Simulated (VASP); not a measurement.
# BP (F-43m) in VASP: a series of runs, part 2 of 2

VASP 6.6.1. Earlier steps stand in the parts before.

**4. Single point, HSE06**

This run uses another cell than the first one, of 11.67 Å³/atom.

File POSCAR:

```
BP
1.0
    0.0000000000      2.2683156724      2.2683156724
    2.2683156724      0.0000000000      2.2683156724
    2.2683156724      2.2683156724      0.0000000000
B P
1 1
Direct
    0.0000000000      0.0000000000      0.0000000000
    0.2500000000      0.2500000000      0.2500000000
```

File INCAR.step1:

```
SYSTEM = BP
PREC     = Accurate       ! precision mode
ENCUT    = 520            ! plane-wave cutoff, eV
EDIFF    = 1E-5           ! SCF threshold, eV
ISMEAR   = 0              ! smearing method
SIGMA    = 0.01           ! smearing width, eV
LREAL    = .FALSE.        ! projectors in reciprocal space
LASPH    = .TRUE.         ! aspherical terms in the spheres
NELM     = 60             ! most SCF steps
ALGO     = Normal         ! electronic algorithm
ISIF     = 2              ! what is computed and relaxed
LWAVE    = .TRUE.         ! write WAVECAR
LCHARG   = .FALSE.        ! write CHGCAR
NBANDS   = 11             ! bands
GGA      = PE             ! functional
```

File INCAR.step2:

```
SYSTEM = BP
PREC     = Accurate       ! precision mode
ENCUT    = 520            ! plane-wave cutoff, eV
EDIFF    = 1E-7           ! SCF threshold, eV
ISMEAR   = 0              ! smearing method
SIGMA    = 0.01           ! smearing width, eV
LREAL    = .FALSE.        ! projectors in reciprocal space
LASPH    = .TRUE.         ! aspherical terms in the spheres
NELM     = 60             ! most SCF steps
ALGO     = Normal         ! electronic algorithm
ISIF     = 2              ! what is computed and relaxed
LWAVE    = .FALSE.        ! write WAVECAR
LCHARG   = .FALSE.        ! write CHGCAR
GGA      = PE             ! functional
LHFCALC  = .TRUE.         ! exact exchange
HFSCREEN = 0.2079         ! screening, 1/A
PRECFOCK = Normal       
NBANDS   = 11             ! bands
ISTART   = 1
```

File KPOINTS:

```
regular mesh
0
G
  6 6 6
  0 0 0
```

The run is started by

```bash
$ cat potpaw_PBE.64/B/POTCAR potpaw_PBE.64/P/POTCAR > POTCAR
$ cp INCAR.step1 INCAR
$ mpirun -np 1 vasp_std > vasp.out
$ cp INCAR.step2 INCAR
$ mpirun -np 1 vasp_std > vasp.out
```

Wall time 5.5 min (1 thread of Intel Xeon Platinum 8488C (Sapphire Rapids), shared host); peak memory 0.24 GiB.

The run converged. Its results:

```yaml
Free_energy: -14.8242 eV
Pressure: -1.9 GPa
Band_gap_on_the_k_mesh: 2.06 eV (least direct gap 4.34 eV)
```

Levels at points of the mesh, in eV from the valence-band top:
```csv
k point,band 1,band 2,band 3,band 4,band 5,band 6,band 7,band 8
"(0.00, 0.00, 0.00)",-17.10,0.00,0.00,0.00,4.34,4.34,4.34,8.70
"(0.50, 0.00, 0.00)",-13.43,-10.00,-1.93,-1.93,4.74,5.72,5.72,11.36
"(0.50, 0.50, 0.00)",-11.70,-9.58,-4.53,-4.53,2.06,2.41,13.84,13.84
```

Caveat: the PAW data sets were made with another functional, which shifts forces and pressure a little.

**5. Single point, PBE0**

This run uses another cell than the first one, of 11.67 Å³/atom.

POSCAR is that of step 4.

File INCAR.step1:

```
PREC = Accurate
ENCUT = 520
EDIFF = 1E-5
ISMEAR = 0
SIGMA = 0.01
LREAL = F
LASPH = T
NELM = 100
ALGO = Normal
ISIF = 2
LWAVE = T
LCHARG = F
NBANDS = 11
GGA = PE
```

File INCAR.step2:

```
PREC = Accurate
ENCUT = 520
EDIFF = 1E-6
ISMEAR = 0
SIGMA = 0.01
LREAL = F
LASPH = T
NELM = 100
ALGO = Normal
ISIF = 2
LWAVE = F
LCHARG = F
GGA = PE
LHFCALC = T
AEXX = 0.25
PRECFOCK = Normal
NBANDS = 11
ISTART = 1
```

File KPOINTS:

```
regular mesh
0
Gamma
  6 6 6
```

Potentials or basis: VASP PAW PBE potentials, release 64 (B, P).

The run is started by

```bash
$ cat potpaw_PBE.64/B/POTCAR potpaw_PBE.64/P/POTCAR > POTCAR
$ cp INCAR.step1 INCAR
$ mpirun -np 1 vasp_std > vasp.out
$ cp INCAR.step2 INCAR
$ mpirun -np 1 vasp_std > vasp.out
```

OUTCAR:

```text
PREC = Accurate
   ENCUT = 520
   EDIFF = 1E-6
   ISMEAR = 0
   LREAL = F
   LASPH = T
   NELM = 100
   ISIF = 2
   GGA = PE
   LHFCALC = T
   AEXX = 0.25
   PRECFOCK = Normal
   ISTART = 1

 ion  position               nearest neighbor table
   1  0.000  0.000  0.000-   2 1.96   2 1.96   2 1.96   2 1.96
   2  0.250  0.250  0.250-   1 1.96   1 1.96   1 1.96   1 1.96

  LATTYP: Found a face centered cubic cell.
 ALAT       =     4.5366313448

  Lattice vectors:

 A1 = (   0.0000000000,   2.2683156724,   2.2683156724)
 A2 = (   2.2683156724,   0.0000000000,   2.2683156724)
 A3 = (   2.2683156724,   2.2683156724,   0.0000000000)

Analysis of symmetry for initial positions (statically):
=====================================================================
 Subroutine PRICEL returns:
 Original cell was already a primitive cell.

 Routine SETGRP: Setting up the symmetry group for a
 face centered cubic supercell.

 Subroutine GETGRP returns: Found 24 space group operations
 (whereof 24 operations were pure point group operations)
 out of a pool of 48 trial point group operations.

The static configuration has the point symmetry T_d .

Analysis of symmetry for dynamics (positions and initial velocities):
=====================================================================
 Subroutine PRICEL returns:
 Original cell was already a primitive cell.

 Routine SETGRP: Setting up the symmetry group for a
 face centered cubic supercell.

 Subroutine GETGRP returns: Found 24 space group operations
 (whereof 24 operations were pure point group operations)
 out of a pool of 48 trial point group operations.

The dynamic configuration has the point symmetry T_d .

 Subroutine INISYM returns: Found 24 space group operations
 (whereof 24 operations are pure point group operations),
 and found     1 'primitive' translations

[... 116 lines left out ...]
   NKREDZ  =     1    reduce k-point grid by
   AEXX    =    0.2500 exact exchange contribution
   HFSCREEN=    0.0000 screening length (either q_TF or 0.3 A-1)
   HFSCREENC=   0.0000 screening length for correlation (either q_TF or 0.3 A-1)
   ENCUTFOCK=  -1.0 apply spherical cutoff to Coloumb kernel
   IVDW    =     0    specifies the selected vdW correction
   LEPSILON=     F    determine dielectric tensor
   LRPA    =     F    only Hartree local field effects (RPA)
 non-spin polarized calculation
 Gauss-broadening in eV      SIGMA  =   0.01
  energy-cutoff  :      520.00
  volume of cell :       23.34
 maximum number of plane-waves:       636
  NGX = 18; NGY = 18; NGZ = 18

 number of electron       8.0000000 magnetization

 Free energy of the ion-electron system (eV)
  ---------------------------------------------------
  ext. energy  EPLUGINS =         0.00000000
  ---------------------------------------------------
  free energy    TOTEN  =       -15.77356164 eV

  energy without entropy =      -15.77356164  energy(sigma->0) =      -15.77356164

 E-fermi :   6.7306     XC(G=0):  -8.6089

 val. band max:        6.6557301708   @ k =   0.0000   0.0000   0.0000
 cond. band min:       9.4412618699   @ k =   0.5000   0.5000   0.0000
 fundamental gap:      2.7855316990
 Fermi energy:         6.7305668779

 k-point     1 :       0.0000    0.0000    0.0000
  band No.  band energies     occupation
      1     -10.5208      2.00000
      2       6.6557      2.00000
      3       6.6557      2.00000
      4       6.6557      2.00000
      5      11.7079      0.00000
      6      11.7079      0.00000
      7      11.7079      0.00000
      8      16.1038      0.00000
      9      20.0103      0.00000
     10      20.8609      0.00000
     11      20.8609      0.00000
[... 197 lines left out ...]
 k-point    16 :      -0.3333    0.5000    0.1667
  band No.  band energies     occupation
      1      -4.8989      2.00000
      2      -2.6011      2.00000
      3       0.8132      2.00000
      4       0.9490      2.00000
      5      12.1340      0.00000
      6      12.7791      0.00000
      7      17.9417      0.00000
      8      18.5990      0.00000
      9      21.9905      0.00000
     10      25.3136      0.00000
     11      25.6022      0.00000

------------------------ aborting loop because EDIFF is reached ----------------------------------------

  FORCE on cell =-STRESS in cart. coord.  units (eV):
  Direction    XX          YY          ZZ          XY          YZ          ZX
  --------------------------------------------------------------------------------------
  -------------------------------------------------------------------------------------
  Total       -0.2975250     -0.2975250     -0.2975250     -0.0000000      0.0000000      0.0000000
  in kB      -20.4217809    -20.4217809    -20.4217809     -0.0000000      0.0000000      0.0000000
  external PRESSURE =     -20.4217809 kB  Pullay stress =       0.0000000 kB

 VOLUME and BASIS-vectors are now :
 -----------------------------------------------------------------------------
  energy-cutoff  :      520.00
  volume of cell :       23.34
      direct lattice vectors                 reciprocal lattice vectors
     0.000000000  2.268315672  2.268315672    -0.220427873  0.220427873  0.220427873
     2.268315672  0.000000000  2.268315672     0.220427873 -0.220427873  0.220427873
     2.268315672  2.268315672  0.000000000     0.220427873  0.220427873 -0.220427873

 POSITION                                       TOTAL-FORCE (eV/Angst)
 -----------------------------------------------------------------------------------
      0.00000      0.00000      0.00000         0.000000      0.000000      0.000000
      1.13416      1.13416      1.13416        -0.000000     -0.000000     -0.000000
 -----------------------------------------------------------------------------------
    total drift:                                0.000000      0.000000      0.000000

  FREE ENERGIE OF THE ION-ELECTRON SYSTEM (eV)
  ---------------------------------------------------
  free  energy   TOTEN  =       -15.7735616411 eV

  energy  without entropy=      -15.7735616411  energy(sigma->0) =      -15.77356164
```

OSZICAR.step1:

```text
N       E                     dE             d eps       ncg     rms          rms(c)
DAV:   1     0.979118583244E+01    0.97912E+01   -0.38899E+03   352   0.645E+02
DAV:   2    -0.129588294315E+02   -0.22750E+02   -0.21465E+02   500   0.110E+02
DAV:   3    -0.136255040972E+02   -0.66667E+00   -0.66467E+00   444   0.155E+01
DAV:   4    -0.136280459007E+02   -0.25418E-02   -0.25416E-02   385   0.120E+00
DAV:   5    -0.136280587150E+02   -0.12814E-04   -0.12814E-04   438   0.849E-02    0.722E+00
DAV:   6    -0.130127656157E+02    0.61529E+00   -0.13990E+00   394   0.512E+00    0.389E+00
DAV:   7    -0.129205557364E+02    0.92210E-01   -0.23378E-01   436   0.241E+00    0.134E+00
DAV:   8    -0.129126332236E+02    0.79225E-02   -0.27041E-02   408   0.941E-01    0.194E-01
DAV:   9    -0.129129661938E+02   -0.33297E-03   -0.71485E-04   406   0.180E-01    0.126E-01
DAV:  10    -0.129131695363E+02   -0.20334E-03   -0.24799E-04   407   0.994E-02    0.277E-02
DAV:  11    -0.129131807474E+02   -0.11211E-04   -0.12742E-05   418   0.230E-02    0.340E-02
DAV:  12    -0.129131817631E+02   -0.10157E-05   -0.46219E-06   203   0.107E-02
   1 F= -.12913182E+02 E0= -.12913182E+02  d E =-.380031E-73
```

Run time: 4.2 min. Hardware: 1 thread of Intel Xeon Platinum 8488C (Sapphire Rapids), shared host; peak memory 0.14 GiB.

Results:

* Free energy: -15.7736 eV
* Pressure: -2.0 GPa
* Band gap on the k mesh: 2.79 eV (least direct gap 5.05 eV)

Caveat: the PAW data sets were made with another functional, which shifts forces and pressure a little.

**6. Single point, r2SCAN0**

This run uses another cell than the first one, of 11.67 Å³/atom.

POSCAR is that of step 5.

File INCAR.step1:

```
PREC     = Accurate       # precision mode
ENCUT    = 520            # plane-wave cutoff, eV
EDIFF    = 1E-5           # SCF threshold, eV
ISMEAR   = 0              # smearing method
SIGMA    = 0.01           # smearing width, eV
LREAL    = F              # projectors in reciprocal space
LASPH    = T              # aspherical terms in the spheres
NELM     = 100            # most SCF steps
ALGO     = Normal         # electronic algorithm
ISIF     = 2              # what is computed and relaxed
LWAVE    = T              # write WAVECAR
LCHARG   = F              # write CHGCAR
NBANDS   = 11             # bands
GGA      = PE             # functional
```

File INCAR.step2:

```
PREC     = Accurate       # precision mode
ENCUT    = 520            # plane-wave cutoff, eV
EDIFF    = 1E-6           # SCF threshold, eV
ISMEAR   = 0              # smearing method
SIGMA    = 0.01           # smearing width, eV
LREAL    = F              # projectors in reciprocal space
LASPH    = T              # aspherical terms in the spheres
NELM     = 100            # most SCF steps
ALGO     = Normal         # electronic algorithm
ISIF     = 2              # what is computed and relaxed
LWAVE    = F              # write WAVECAR
LCHARG   = F              # write CHGCAR
METAGGA  = R2SCAN         # meta-GGA
LHFCALC  = T              # exact exchange
AEXX     = 0.25           # exact-exchange fraction
LMIXTAU  = T            
PRECFOCK = Normal       
NBANDS   = 11             # bands
ISTART   = 1
```

KPOINTS is that of step 5.

Potentials or basis: VASP PAW PBE potentials, release 64 (B, P).

The run is started by

```bash
$ cat potpaw_PBE.64/B/POTCAR potpaw_PBE.64/P/POTCAR > POTCAR
$ cp INCAR.step1 INCAR
$ mpirun -np 1 vasp_std > vasp.out
$ cp INCAR.step2 INCAR
$ mpirun -np 1 vasp_std > vasp.out
```

OUTCAR:

```text
PREC = Accurate
   ENCUT = 520
   EDIFF = 1E-6
   ISMEAR = 0
   LREAL = F
   LASPH = T
   NELM = 100
   ISIF = 2
   METAGGA = R2SCAN
   LHFCALC = T
   AEXX = 0.25
   PRECFOCK = Normal
   ISTART = 1

 ion  position               nearest neighbor table
   1  0.000  0.000  0.000-   2 1.96   2 1.96   2 1.96   2 1.96
   2  0.250  0.250  0.250-   1 1.96   1 1.96   1 1.96   1 1.96

  LATTYP: Found a face centered cubic cell.
 ALAT       =     4.5366313448

  Lattice vectors:

 A1 = (   0.0000000000,   2.2683156724,   2.2683156724)
 A2 = (   2.2683156724,   0.0000000000,   2.2683156724)
 A3 = (   2.2683156724,   2.2683156724,   0.0000000000)

Analysis of symmetry for initial positions (statically):
=====================================================================
 Subroutine PRICEL returns:
 Original cell was already a primitive cell.

 Routine SETGRP: Setting up the symmetry group for a
 face centered cubic supercell.

 Subroutine GETGRP returns: Found 24 space group operations
 (whereof 24 operations were pure point group operations)
 out of a pool of 48 trial point group operations.

The static configuration has the point symmetry T_d .

Analysis of symmetry for dynamics (positions and initial velocities):
=====================================================================
 Subroutine PRICEL returns:
 Original cell was already a primitive cell.

 Routine SETGRP: Setting up the symmetry group for a
 face centered cubic supercell.

 Subroutine GETGRP returns: Found 24 space group operations
 (whereof 24 operations were pure point group operations)
 out of a pool of 48 trial point group operations.

The dynamic configuration has the point symmetry T_d .

 Subroutine INISYM returns: Found 24 space group operations
[... 117 lines left out ...]
   NKREDX  =     1    reduce k-point grid by
   NKREDY  =     1    reduce k-point grid by
   NKREDZ  =     1    reduce k-point grid by
   AEXX    =    0.2500 exact exchange contribution
   HFSCREEN=    0.0000 screening length (either q_TF or 0.3 A-1)
   HFSCREENC=   0.0000 screening length for correlation (either q_TF or 0.3 A-1)
   ENCUTFOCK=  -1.0 apply spherical cutoff to Coloumb kernel
   IVDW    =     0    specifies the selected vdW correction
   LEPSILON=     F    determine dielectric tensor
   LRPA    =     F    only Hartree local field effects (RPA)
 non-spin polarized calculation
 Gauss-broadening in eV      SIGMA  =   0.01
  energy-cutoff  :      520.00
  volume of cell :       23.34
 maximum number of plane-waves:       636
  NGX = 18; NGY = 18; NGZ = 18

 number of electron       8.0000000 magnetization

 Free energy of the ion-electron system (eV)
  ---------------------------------------------------
  ext. energy  EPLUGINS =         0.00000000
  ---------------------------------------------------
  free energy    TOTEN  =       -18.99903346 eV

  energy without entropy =      -18.99903346  energy(sigma->0) =      -18.99903346

 E-fermi :   6.7892     XC(G=0):  -8.9470

 val. band max:        6.6643503703   @ k =   0.0000   0.0000   0.0000
 cond. band min:       9.5562028514   @ k =   0.5000   0.5000   0.0000
 fundamental gap:      2.8918524811
 Fermi energy:         6.7892110487

 k-point     1 :       0.0000    0.0000    0.0000
  band No.  band energies     occupation
      1     -11.0121      2.00000
      2       6.6644      2.00000
      3       6.6644      2.00000
      4       6.6644      2.00000
      5      11.8215      0.00000
      6      11.8215      0.00000
      7      11.8215      0.00000
      8      16.4306      0.00000
      9      20.5674      0.00000
     10      21.1664      0.00000
     11      21.1664      0.00000
[... 197 lines left out ...]
 k-point    16 :      -0.3333    0.5000    0.1667
  band No.  band energies     occupation
      1      -5.1979      2.00000
      2      -2.9370      2.00000
      3       0.6548      2.00000
      4       0.7891      2.00000
      5      12.3282      0.00000
      6      12.9749      0.00000
      7      18.3050      0.00000
      8      18.9746      0.00000
      9      22.5358      0.00000
     10      25.9158      0.00000
     11      26.1672      0.00000

------------------------ aborting loop because EDIFF is reached ----------------------------------------

  FORCE on cell =-STRESS in cart. coord.  units (eV):
  Direction    XX          YY          ZZ          XY          YZ          ZX
  --------------------------------------------------------------------------------------
  -------------------------------------------------------------------------------------
  Total       -0.3927824     -0.3927824     -0.3927824      0.0000000      0.0000000      0.0000000
  in kB      -26.9601377    -26.9601377    -26.9601377      0.0000000      0.0000000      0.0000000
  external PRESSURE =     -26.9601377 kB  Pullay stress =       0.0000000 kB

 VOLUME and BASIS-vectors are now :
 -----------------------------------------------------------------------------
  energy-cutoff  :      520.00
  volume of cell :       23.34
      direct lattice vectors                 reciprocal lattice vectors
     0.000000000  2.268315672  2.268315672    -0.220427873  0.220427873  0.220427873
     2.268315672  0.000000000  2.268315672     0.220427873 -0.220427873  0.220427873
     2.268315672  2.268315672  0.000000000     0.220427873  0.220427873 -0.220427873

 POSITION                                       TOTAL-FORCE (eV/Angst)
 -----------------------------------------------------------------------------------
      0.00000      0.00000      0.00000         0.000000      0.000000      0.000000
      1.13416      1.13416      1.13416        -0.000000     -0.000000     -0.000000
 -----------------------------------------------------------------------------------
    total drift:                                0.000000      0.000000      0.000000

  FREE ENERGIE OF THE ION-ELECTRON SYSTEM (eV)
  ---------------------------------------------------
  free  energy   TOTEN  =       -18.9990334632 eV

  energy  without entropy=      -18.9990334632  energy(sigma->0) =      -18.99903346
```

OUTCAR.step1:

```text
PREC = Accurate
   ENCUT = 520
   EDIFF = 1E-5
   ISMEAR = 0
   LREAL = F
   LASPH = T
[... 433 lines left out ...]
 -----------------------------------------------------------------------------------
      0.00000      0.00000      0.00000        -0.000000     -0.000000     -0.000000
      1.13416      1.13416      1.13416         0.000000      0.000000      0.000000
 -----------------------------------------------------------------------------------
    total drift:                                0.000000      0.000000      0.000000

  FREE ENERGIE OF THE ION-ELECTRON SYSTEM (eV)
  ---------------------------------------------------
  free  energy   TOTEN  =       -12.9131817631 eV

  energy  without entropy=      -12.9131817631  energy(sigma->0) =      -12.91318176
```

Run time: 4.9 min. Hardware: 1 thread of Intel Xeon Platinum 8488C (Sapphire Rapids), shared host; peak memory 0.14 GiB.

Results:

```yaml
Free_energy: -18.9990 eV
Pressure: -2.7 GPa
Band_gap_on_the_k_mesh: 2.89 eV (least direct gap 5.16 eV)
```

Levels at points of the mesh, in eV from the valence-band top:
| k point | band 2 | band 3 | band 4 | band 5 | band 6 | band 7 |
| --- | --- | --- | --- | --- | --- | --- |
| (0.00, 0.00, 0.00) | 0.00 | 0.00 | 0.00 | 5.16 | 5.16 | 5.16 |
| (0.50, 0.00, 0.00) | -10.38 | -2.03 | -2.03 | 5.66 | 6.61 | 6.61 |
| (0.50, 0.50, 0.00) | -9.99 | -4.72 | -4.72 | 2.89 | 3.25 | 15.14 |

Caveat: the PAW data sets were made with another functional, which shifts forces and pressure a little.

**7. Summary**

```csv
task,level,cell,k mesh,cutoff (eV),smearing,grid for exact exchange (PRECFOCK),share of exact exchange,screening parameter,gap on the mesh (eV),pressure (GPa)
relaxation of cell and atoms,r2SCAN,"relaxed from a = 3.216 Å, angles 60.0°, 2 atoms",8 × 8 × 8,600,fermi-dirac 0.02 eV,-,-,-,1.47,0.0
single point,HSE06,"a = 3.200 Å, angles 60.0°, 2 atoms",6 × 6 × 6,520,fermi-dirac 0.02 eV,Normal,0.25,0.2079 1/Å,2.04,-0.6
single point,HSE06,"a = 3.208 Å, angles 60.0°, 2 atoms",6 × 6 × 6,520,gaussian 0.01 eV,Normal,0.25,0.2079 1/Å,2.06,-1.9
single point,PBE0,"a = 3.208 Å, angles 60.0°, 2 atoms",6 × 6 × 6,520,gaussian 0.01 eV,Normal,0.25,-,2.79,-2.0
single point,r2SCAN0,"a = 3.208 Å, angles 60.0°, 2 atoms",6 × 6 × 6,520,gaussian 0.01 eV,Normal,0.25,-,2.89,-2.7
```

Alike in all rows: potentials or basis VASP PAW PBE potentials, release 64 (B, P); no spin polarisation.

Caveats: the PAW data sets were made with another functional, which shifts forces and pressure a little.

Total energies depend on the potentials used, so only differences within one code and one set of settings carry meaning.
